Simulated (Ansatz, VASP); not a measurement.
**WC in VASP and in Ansatz**

Contents of INCAR:

```
SYSTEM = WC
PREC = Accurate ; ENCUT = 600
EDIFF = 1E-6 ; ISMEAR = 0
SIGMA = 0.1 ; LREAL = .FALSE.
LASPH = .TRUE. ; NELM = 120
ALGO = Normal ; ISIF = 2
LWAVE = .FALSE. ; LCHARG = .FALSE.
GGA = PE ; NBANDS = 16
GGA_COMPAT = .FALSE.
```

The input KPOINTS:

```
Automatic mesh
0
G
  6 6 6
  0 0 0
```

The input POSCAR:

```
WC
1.0
    2.9165944300      0.0000000000      0.0000000000
   -1.4582972200      2.5258448700      0.0000000000
    0.0000000000      0.0000000000      2.8394357900
W C
1 1
Direct
    0.0000000000      0.0000000000      0.0000000000
    0.6666666700      0.3333333300      0.5000000000
```

Input for Ansatz:

```yaml
crystal:
  lattice:
    - [2.91659443, 0.0, 0.0]
    - [-1.45829722, 2.52584487, 0.0]
    - [0.0, 0.0, 2.83943579]
  atoms:
    - { symbol: W, position: [0.0, 0.0, 0.0] }
    - { symbol: C, position: [0.66666667, 0.33333333, 0.5] }
basis:
  ecutwfc: 420
kpoints:
  mp_grid: { grid: [6, 6, 6] }
hamiltonian:
  xc: pbe
scf:
  occupations: { method: gaussian, width: 0.1 }
output:
  forces: true
  stress: true
  eigenvalues: true
```

Alike in both runs: task single point; functional PBE; k mesh 6 × 6 × 6; occupations gaussian, width 0.1 eV; no spin polarisation.

|  | VASP | Ansatz |
| --- | --- | --- |
| version | VASP 6.6.1 | Ansatz 0.2.0 |
| potentials or method | VASP PAW PBE potentials, release 64 (W_sv, C), cutoff 600 eV | scalar-relativistic, plane waves, PAW |
| valence electrons in the cell | 18 | 18 |

|  | VASP | Ansatz | Ansatz less VASP |
| --- | --- | --- | --- |
| gap on the k mesh at the Fermi level (eV) | none | none | - |
| pressure (GPa) | 3.5 | 2.6 | -0.91 |
| traceless stress, the component that is largest in VASP (GPa) | -0.54 | -0.74 | -0.204 |

A gap of «none» marks a metal or a gap that the smearing closes. With one functional, cell and mesh, what is left measures potentials, basis and numerics.

The k mesh is coarse, so the values compare programs but aren't converged. Spin-orbit coupling is off throughout.
